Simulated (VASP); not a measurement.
Wanted: the native input for a VASP 6.6.1 run.

```yaml
Task: single point
Functional: PBE
Potentials_or_basis: VASP PAW PBE potentials, release 64 (W_sv, S)
Cutoff: 500 eV
k_mesh: 5 × 5 × 5
Occupations: fermi-dirac, width 0.03 eV
Spin: no spin polarisation
Dipole_correction: no
Further_INCAR_settings: ALGO = Normal; EDIFF = 1e-06; NBANDS = 20
```

The structure of WS2 lies in POSCAR:

```
WS2
1.0
    0.0000000000      3.0079352200      3.0079352200
    3.0079352200      0.0000000000      3.0079352200
    3.0079352200      3.0079352200      0.0000000000
W S
1 2
Direct
    0.0000000000      0.0000000000      0.0000000000
    0.2500000000      0.2500000000      0.2500000000
    0.7500000000      0.7500000000      0.7500000000
```

The input as run:

INCAR

```
PREC     = Accurate       # precision mode
ENCUT    = 500            # plane-wave cutoff, eV
EDIFF    = 1E-6           # SCF threshold, eV
ISMEAR   = -1             # smearing method
SIGMA    = 0.03           # smearing width, eV
LREAL    = False          # projectors in reciprocal space
LASPH    = True           # aspherical terms in the spheres
NELM     = 120            # most SCF steps
ALGO     = Normal         # electronic algorithm
ISIF     = 2              # what is computed and relaxed
LWAVE    = False          # write WAVECAR
LCHARG   = True           # write CHGCAR
GGA      = PE             # functional
LELF     = True           # ELF
LVHAR    = True         
NBANDS   = 20             # bands
GGA_COMPAT= False
```

KPOINTS

```
Automatic mesh
0
Gamma
  5 5 5
```

Potentials or basis: VASP PAW PBE potentials, release 64 (W_sv, S).

Launch:

```sh
$ cat potpaw_PBE.64/W_sv/POTCAR potpaw_PBE.64/S/POTCAR > POTCAR
$ mpirun -np 1 vasp_std > vasp.out
```

Results of the run:

```
Pressure               : -9.2 GPa
Band gap on the k mesh : zero (bands 13 and 14 overlap by 1.05 eV)
```

Caveat: the k points lie up to 0.36 Å⁻¹ apart, too coarse for converged energies and pressures of a metal; spin-orbit coupling is left out, which moves the levels of the heavy elements.

It took 13 s on 1 thread of Intel(R) Xeon(R) Platinum 8259CL CPU @ 2.50GHz (Skylake/Cascade Lake), with other jobs on the host, peak memory 0.17 GiB.
